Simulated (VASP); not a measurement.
# CsLiCr2Te2S3 (P3m1) in VASP: notebook

The runs below take CsLiCr2Te2S3 through single point, with PBE.

Everything below comes from runs of VASP 6.6.1. Logs are shortened: lines on timing, memory, paths and dates and some standing lists are left out, and cuts for length are marked.

### 1 The cell of the first run

It takes space group P3m1 (No. 156, trigonal). The conventional cell has a = 3.371 Å, b = 3.371 Å, c = 15.868 Å, α = 90.00°, β = 90.00°, γ = 120.00°. Cs (site symmetry 3m) has 3 S at 3.06 Å and 6 Cs at 3.37 Å and 3 Te at 3.42 Å and 3 Cr at 4.10 Å within 4.1 Å. Within 3.1 Å of Li (site symmetry 3m) lie 6 S at 2.35 to 2.39 Å. Within 3.0 Å of Cr (site symmetry 3m) lie 3 S at 2.28 Å and 3 Te at 2.61 Å. Cr (site symmetry 3m) has 6 S at 2.31 to 2.34 Å within 3.1 Å. Te (site symmetry 3m) has 9 Te at 3.18 to 3.37 Å and 3 Cs at 3.42 Å within 4.2 Å. Within 3.6 Å of Te (site symmetry 3m) lie 3 Cr at 2.61 Å and 9 Te at 3.18 to 3.37 Å and 3 S at 3.50 Å. Within 3.4 Å of S (site symmetry 3m) lie 3 Cr at 2.34 Å and 3 Li at 2.35 Å and 12 S at 3.20 to 3.37 Å. S (site symmetry 3m) has 3 Cr at 2.28 Å and 3 Li at 2.39 Å within 3.0 Å.

### 2 Single point, PBE, collinear spin, ferromagnetic start

INCAR

```
SYSTEM = CsLiCr2Te2S3
PREC = Accurate
ENCUT = 750
EDIFF = 1E-6
ISMEAR = -1
SIGMA = 0.05
LREAL = .False.
LASPH = .True.
NELM = 200
ALGO = Normal
ISIF = 2
LWAVE = .False.
LCHARG = .False.
ISPIN = 2
MAGMOM = 0 0 3 3 0 0 0 0 0
LORBIT = 11
LMAXMIX = 4
GGA = PE
NBANDS = 47
GGA_COMPAT = .False.
```

KPOINTS

```
regular mesh
0
Gamma
  6 6 1
  0 0 0
```

POSCAR

```
CsLiCr2Te2S3
1.0
    3.3707174412      0.0000000000      0.0000000000
   -1.6853587206      2.9191269331      0.0000000000
    0.0000000000      0.0000000000     15.8677865582
Cs Li Cr Te S
1 1 2 2 3
Direct
    0.0000000000      0.0000000000      0.4002011394
    0.6666666667      0.3333333333      0.0074319116
    0.0000000000      0.0000000000      0.8451362985
    0.3333333333      0.6666666667      0.1728197997
    0.3333333333      0.6666666667      0.5772647504
    0.6666666667      0.3333333333      0.7358566853
    0.0000000000      0.0000000000      0.0907230984
    0.3333333333      0.6666666667      0.9195680601
    0.6666666667      0.3333333333      0.2510082565
```

Potentials or basis: VASP PAW PBE potentials, release 64 (Cs_sv, Li_sv, Cr_pv, Te, S).

On the command line:

```console
$ cat potpaw_PBE.64/Cs_sv/POTCAR potpaw_PBE.64/Li_sv/POTCAR potpaw_PBE.64/Cr_pv/POTCAR potpaw_PBE.64/Te/POTCAR potpaw_PBE.64/S/POTCAR > POTCAR
$ mpirun -np 1 vasp_std > vasp.out
```

OUTCAR:

```text
SYSTEM = CsLiCr2Te2S3
   PREC = Accurate
   ENCUT = 750
   EDIFF = 1E-6
   ISMEAR = -1
   LREAL = .False.
   LASPH = .True.
   NELM = 200
   ISIF = 2
   ISPIN = 2
   LORBIT = 11
   GGA = PE

 ion  position               nearest neighbor table
   1  0.000  0.000  0.400-   5 3.42   5 3.42   5 3.42
   2  0.667  0.333  0.007-   7 2.35   7 2.35   7 2.35   8 2.39   8 2.39   8 2.39
   3  0.000  0.000  0.845-   8 2.28   8 2.28   8 2.28   6 2.61   6 2.61   6 2.61
   4  0.333  0.667  0.173-   9 2.31   9 2.31   9 2.31   7 2.34   7 2.34   7 2.34
   5  0.333  0.667  0.577-   6 3.18   6 3.18   6 3.18   1 3.42   1 3.42   1 3.42
   6  0.667  0.333  0.736-   3 2.61   3 2.61   3 2.61   5 3.18   5 3.18   5 3.18
   7  0.000  0.000  0.091-   4 2.34   4 2.34   4 2.34   2 2.35   2 2.35   2 2.35
   8  0.333  0.667  0.920-   3 2.28   3 2.28   3 2.28   2 2.39   2 2.39   2 2.39
   9  0.667  0.333  0.251-   4 2.31   4 2.31   4 2.31

  LATTYP: Found a hexagonal cell.
 ALAT       =     3.3707174412
 C/A-ratio  =     4.7075398146

  Lattice vectors:

 A1 = (   3.3707174412,   0.0000000000,   0.0000000000)
 A2 = (  -1.6853587206,   2.9191269331,   0.0000000000)
 A3 = (   0.0000000000,   0.0000000000,  15.8677865582)

Analysis of symmetry for initial positions (statically):
=====================================================================
 Subroutine PRICEL returns:
 Original cell was already a primitive cell.

 Routine SETGRP: Setting up the symmetry group for a
 hexagonal supercell.

 Subroutine GETGRP returns: Found  6 space group operations
 (whereof  6 operations were pure point group operations)
 out of a pool of 24 trial point group operations.

The static configuration has the point symmetry C_3v.

Analysis of symmetry for dynamics (positions and initial velocities):
=====================================================================
 Subroutine PRICEL returns:
 Original cell was already a primitive cell.

 Routine SETGRP: Setting up the symmetry group for a
 hexagonal supercell.

 Subroutine GETGRP returns: Found  6 space group operations
 (whereof  6 operations were pure point group operations)
 out of a pool of 24 trial point group operations.

The dynamic configuration has the point symmetry C_3v.

Analysis of structural, dynamic, and magnetic symmetry:
=====================================================================
 Subroutine PRICEL returns:
 Original cell was already a primitive cell.

 Routine SETGRP: Setting up the symmetry group for a
 hexagonal supercell.

 Subroutine GETGRP returns: Found  6 space group operations
 (whereof  6 operations were pure point group operations)
 out of a pool of 24 trial point group operations.

The overall configuration has the point symmetry C_3v.

 Subroutine INISYM returns: Found  6 space group operations
 (whereof  6 operations are pure point group operations),
 and found     1 'primitive' translations

----------------------------------------------------------------------------------------

                                     Primitive cell

  volume of cell :     156.1319

  direct lattice vectors                    reciprocal lattice vectors
     3.370717441  0.000000000  0.000000000     0.296672746  0.171284090  0.000000000
    -1.685358721  2.919126933  0.000000000     0.000000000  0.342568180  0.000000000
     0.000000000  0.000000000 15.867786558     0.000000000  0.000000000  0.063020762

  length of vectors
     3.370717441  3.370717441 15.867786558     0.342568180  0.342568180  0.063020762

  position of ions in fractional coordinates (direct lattice)
     0.000000000  0.000000000  0.400201139
     0.666666667  0.333333333  0.007431912
     0.000000000  0.000000000  0.845136299
     0.333333333  0.666666667  0.172819800
     0.333333333  0.666666667  0.577264750
     0.666666667  0.333333333  0.735856685
     0.000000000  0.000000000  0.090723098
     0.333333333  0.666666667  0.919568060
     0.666666667  0.333333333  0.251008257

  ion indices of the primitive-cell ions
   primitive index   ion index
                 1           1
                 2           2
[... 46 lines left out ...]
   dimension x,y,z NGX =    30 NGY =   30 NGZ =  144
   dimension x,y,z NGXF=    60 NGYF=   60 NGZF=  288
   ions per type =               1   1   2   2   3
   NGX,Y,Z   is equivalent  to a cutoff of  14.80, 14.80, 15.09 a.u.
   NGXF,Y,Z  is equivalent  to a cutoff of  29.59, 29.59, 30.17 a.u.
 SYSTEM =  CsLiCr2Te2S3
   PREC   = accura    normal or accurate (medium, high low for compatibility)
   ISTART =      0    job   : 0-new  1-cont  2-samecut
   ICHARG =      2    charge: 1-file 2-atom 10-const
   ISPIN  =      2    spin polarized calculation?
   LNONCOLLINEAR =      F non collinear calculations
   LSORBIT =      F    spin-orbit coupling
   LASPH  =      T    aspherical Exc in radial PAW
   ENCUT  =  750.0 eV  55.12 Ry    7.42 a.u.   7.53  7.53 35.43*2*pi/ulx,y,z
   NELM   =    200;   NELMIN=  2; NELMDL= -5     # of ELM steps
   EDIFF  = 0.1E-05   stopping-criterion for ELM
   LREAL  =      F    real-space projection
   EDIFFG = 0.1E-04   stopping-criterion for IOM
   NSW    =      0    number of steps for IOM
   IBRION =     -1    ionic relax: 0-MD 1-quasi-New 2-CG
   NFREE  =      0    steps in history (QN), initial steepest desc. (CG)
   ISIF   =      2    stress and relaxation
   ISYM   =      2    0-nonsym 1-usesym 2-fastsym
   POTIM  = 0.5000    time-step for ionic-motion
   TEBEG  =    0.0;   TEEND  =   0.0 temperature during run
   PSTRESS=    0.0 pullay stress
   NELECT =      66.0000    total number of electrons
   NUPDOWN=      -1.0000    fix difference up-down
   EMIN   =  10.00;   EMAX   =-10.00  energy-range for DOS
   EFERMI =   0.00;   METHOD = LEGACY
   ISMEAR =    -1;   SIGMA  =   0.05  broadening in eV -4-tet -1-fermi 0-gaus
   EFERMI_NEDOS =   21; number of points for ismear=-14 and -15
   IALGO  =     38    algorithm
   IMIX   =      4    mixing-type and parameters
     AMIX     =   0.40;   BMIX     =  1.00
     AMIX_MAG =   1.60;   BMIX_MAG =  1.00
  volume/ion in A,a.u.               =      17.35       117.07
  Fermi-wavevector in a.u.,A,eV,Ry     =   1.228643  2.321798 20.538848  1.509563
  Thomas-Fermi vector in A             =   2.363560
   LORBIT       =     11    0 simple, 1 ext, 2 COOP (PROOUT), +10 PAW based schemes
   GGA     = PE    functional components
   LHFCALC =     F    Hartree Fock is set to
   AEXX    =    0.0000 exact exchange contribution
   IVDW    =     0    specifies the selected vdW correction
   LEPSILON=     F    determine dielectric tensor
   LRPA    =     F    only Hartree local field effects (RPA)
 spin polarized calculation
  energy-cutoff  :      750.00
  volume of cell :      156.13
 maximum number of plane-waves:      7311
   NGX = 15   NGY = 15   NGZ = 71

 number of electron      65.9999993 magnetization       5.2992544

 Free energy of the ion-electron system (eV)
  ---------------------------------------------------
  ext. energy  EPLUGINS =         0.00000000
  ---------------------------------------------------
  free energy    TOTEN  =       -43.66654787 eV

  energy without entropy =      -43.63681816  energy(sigma->0) =      -43.65168302

 E-fermi :   8.6950     XC(G=0): -11.0548

 val. band max:        8.6846269244   @ k =   0.5000  -0.0000   0.0000
 cond. band min:       8.7251292461   @ k =   0.3333  -0.0000   0.0000
 fundamental gap:      0.0405023217
 Fermi energy:         8.6949774046

 spin component 1

 k-point     1 :       0.0000    0.0000    0.0000
  band No.  band energies     occupation
      1     -37.3531      1.00000
      2     -35.6542      1.00000
      3     -35.6245      1.00000
      4     -35.6245      1.00000
      5     -35.4163      1.00000
      6     -35.3894      1.00000
[... 325 lines left out ...]
     44      12.5478      0.00000
     45      14.2362      0.00000
 Fermi energy:         8.6949774046

 spin component 2

 k-point     1 :       0.0000    0.0000    0.0000
  band No.  band energies     occupation
      1     -37.3538      1.00000
      2     -33.1370      1.00000
      3     -32.9816      1.00000
      4     -32.9810      1.00000
      5     -32.9810      1.00000
      6     -32.8845      1.00000
[... 325 lines left out ...]
     44      12.8374      0.00000
     45      14.2750      0.00000
 [bands above 45 left out]

------------------------ aborting loop because EDIFF is reached ----------------------------------------

  FORCE on cell =-STRESS in cart. coord.  units (eV):
  Direction    XX          YY          ZZ          XY          YZ          ZX
  --------------------------------------------------------------------------------------
  -------------------------------------------------------------------------------------
  Total       19.6084857     19.6084857     19.6191397      0.0000000      0.0000000     -0.0000000
  in kB      201.2162081    201.2162081    201.3255360      0.0000000      0.0000000     -0.0000000
  external PRESSURE =     201.2526507 kB  Pullay stress =       0.0000000 kB

 VOLUME and BASIS-vectors are now :
 -----------------------------------------------------------------------------
  energy-cutoff  :      750.00
  volume of cell :      156.13
      direct lattice vectors                 reciprocal lattice vectors
     3.370717441  0.000000000  0.000000000     0.296672746  0.171284090  0.000000000
    -1.685358721  2.919126933  0.000000000     0.000000000  0.342568180  0.000000000
     0.000000000  0.000000000 15.867786558     0.000000000  0.000000000  0.063020762

 POSITION                                       TOTAL-FORCE (eV/Angst)
 -----------------------------------------------------------------------------------
      0.00000      0.00000      6.35031        -0.000000     -0.000000      0.011073
      1.68536      0.97304      0.11793         0.000000      0.000000      0.004492
      0.00000      0.00000     13.41044        -0.000000     -0.000000     -0.013034
     -0.00000      1.94608      2.74227         0.000000     -0.000000     -0.000603
     -0.00000      1.94608      9.15991        -0.000000     -0.000000      0.056063
      1.68536      0.97304     11.67642        -0.000000     -0.000000     -0.005886
      0.00000      0.00000      1.43957        -0.000000     -0.000000     -0.005376
     -0.00000      1.94608     14.59151         0.000000      0.000000      0.007913
      1.68536      0.97304      3.98295         0.000000      0.000000     -0.054642
 -----------------------------------------------------------------------------------
    total drift:                                0.000000     -0.000000      0.000736

  FREE ENERGIE OF THE ION-ELECTRON SYSTEM (eV)
  ---------------------------------------------------
  free  energy   TOTEN  =       -43.6665478747 eV

  energy  without entropy=      -43.6368181553  energy(sigma->0) =      -43.65168302

 total charge

# of ion       s       p       d       tot
------------------------------------------
    1        1.845   4.685   0.164   6.694
    2        2.025   0.069   0.000   2.094
    3        0.307   6.323   4.320  10.950
    4        0.306   6.341   4.207  10.854
    5        1.421   1.898   0.051   3.370
    6        1.410   1.967   0.089   3.466
    7        1.327   2.511   0.000   3.838
    8        1.332   2.479   0.000   3.811
    9        1.333   2.493   0.000   3.826
--------------------------------------------------
tot         11.305  28.767   8.831  48.902

 magnetization (x)

# of ion       s       p       d       tot
------------------------------------------
    1        0.000  -0.002  -0.005  -0.006
    2        0.001  -0.001   0.000  -0.000
    3        0.035   0.029   2.313   2.377
    4        0.039   0.042   2.641   2.722
    5        0.000   0.037   0.001   0.039
    6        0.003  -0.085   0.001  -0.082
    7       -0.001  -0.005   0.000  -0.006
    8       -0.003  -0.041   0.000  -0.044
    9       -0.003  -0.028   0.000  -0.031
--------------------------------------------------
tot          0.070  -0.054   4.951   4.967
```

It took 6.9 min on 1 thread of Intel Xeon Platinum 8259CL at 2.50GHz (Skylake/Cascade Lake), shared host; peak memory 0.55 GiB.

What came out:

| Property | Result |
| --- | --- |
| Free energy | -43.6665 eV |
| Pressure | 20.1 GPa |
| Largest force | 0.056 eV/Å |
| Net moment | 5.30 μB per cell |
| Site moments | Cs -0.01; Li -0.00; Cr +2.38, +2.72; Te +0.04, -0.08; S -0.01, -0.04, -0.03 μB |
| Valence electrons inside the program's atomic spheres | Cs 6.69; Li 2.09; Cr 10.95, 10.85; Te 3.37, 3.47; S 3.84, 3.81, 3.83 |

Forces on the atoms (eV/Å):
```
Cs   0.000  0.000  0.011
Li   0.000  0.000  0.004
Cr   0.000  0.000 -0.013
Cr   0.000  0.000 -0.001
Te   0.000  0.000  0.056
Te   0.000  0.000 -0.006
S    0.000  0.000 -0.005
S    0.000  0.000  0.008
S    0.000  0.000 -0.055
```

Levels at points of the mesh, in eV from the Fermi level:
Spin up:
```
           k point  band 32  band 33  band 34  band 35  band 36  band 37  band 38  band 39  band 40  band 41
(0.00, 0.00, 0.00)    -0.42     0.37     0.41     0.41     1.75     1.90     1.90     2.07     2.07     3.11
(0.50, 0.00, 0.00)    -1.13    -1.11    -0.86    -0.84    -0.48    -0.01     0.55     1.61     1.65     1.92
```
Spin down:
```csv
k point,band 27,band 28,band 29,band 30,band 31,band 32,band 33,band 34,band 35,band 36
"(0.00, 0.00, 0.00)",0.36,0.39,0.39,0.66,0.66,0.76,0.76,1.17,1.43,1.94
"(0.50, 0.00, 0.00)",-2.82,-2.76,-1.69,-1.14,-0.19,0.06,0.21,0.88,1.56,1.76
```

Caveat: the k points lie up to 0.40 Å⁻¹ apart; spin-orbit coupling is left out, which moves the levels of the heavy elements; the run started ferromagnetic, and an antiferromagnetic order may lie lower in energy.

(Continued in part 2 of 2.)
